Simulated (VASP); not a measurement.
Crystal: WSe2.

```
W Se
1.0
     3.31993    0.00000    0.00000
    -1.65997    2.87515    0.00000
     0.00000    0.00000   13.73719
W Se
2 4
Direct
  0.66667 0.33333 0.75000
  0.33333 0.66667 0.25000
  0.33333 0.66667 0.87100
  0.66667 0.33333 0.37100
  0.33333 0.66667 0.62900
  0.66667 0.33333 0.12900
```

| Quantity | Value |
| --- | --- |
| Program | VASP 6.6.1 |
| Task | relaxation of cell and atoms |
| Functional | PBE |
| Dispersion | D3(BJ) |
| Potentials or basis | VASP PAW PBE potentials, release 64 (W_sv, Se) |
| Cutoff | 600 eV |
| k mesh | 9 × 9 × 2 |
| Occupations | gaussian, width 0.02 eV |
| Spin | no spin polarisation |

At the start: pressure -1.3 GPa; volume 21.85 Å³/atom.

Q: Where does the relaxation end?

A: Over 20 steps the energy falls by 21.3 meV/atom and the volume is 19.88 Å³/atom (-9.0 %); space group P6_3/mmc (No. 194, to 0.1 Å) before and after.

The path:
| step | energy change (eV) | largest force (eV/Å) | pressure (GPa) | volume (Å³) |
| --- | --- | --- | --- | --- |
| 1 | 0.0000 | 0.2974 | -1.32 | 131.13 |
| 2 | -0.0299 | 0.3369 | 0.70 | 127.73 |
| 3 | -0.0299 | 0.3376 | 0.73 | 127.68 |
| 4 | -0.0372 | 0.1212 | -1.35 | 127.68 |
| 5 | -0.0401 | 0.0369 | -0.63 | 127.68 |
| 6 | -0.0604 | 0.0404 | -0.57 | 126.36 |
| 7 | -0.1098 | 0.0600 | -0.15 | 122.40 |
| 8 | -0.0770 | 0.0577 | 2.19 | 114.45 |
| 9 | -0.1231 | 0.1551 | 0.71 | 120.02 |
| 10 | -0.1246 | 0.1507 | 1.02 | 118.62 |
| 11 | -0.1130 | 0.3070 | -1.64 | 118.84 |
| 12 | -0.1268 | 0.0194 | 0.25 | 118.68 |
| 13 | -0.1268 | 0.0163 | 0.23 | 118.69 |
| 14 | -0.1275 | 0.0016 | 0.07 | 119.03 |
| 15 | -0.1276 | 0.0113 | -0.02 | 119.21 |
| 16 | -0.1276 | 0.0118 | -0.02 | 119.22 |
| 17 | -0.1276 | 0.0026 | 0.04 | 119.26 |
| 18 | -0.1276 | 0.0008 | 0.03 | 119.25 |
| 19 | -0.1276 | 0.0003 | 0.02 | 119.25 |
| 20 | -0.1276 | 0.0006 | -0.01 | 119.30 |

Final structure:
```
CELL_PARAMETERS angstrom
3.28106 0.00000 0.00000
-1.64053 2.84148 0.00000
0.00000 0.00000 12.79588
ATOMIC_POSITIONS crystal
W 0.66667 0.33333 0.75000
W 0.33333 0.66667 0.25000
Se 0.33333 0.66667 0.88179
Se 0.66667 0.33333 0.38179
Se 0.33333 0.66667 0.61821
Se 0.66667 0.33333 0.11821
```
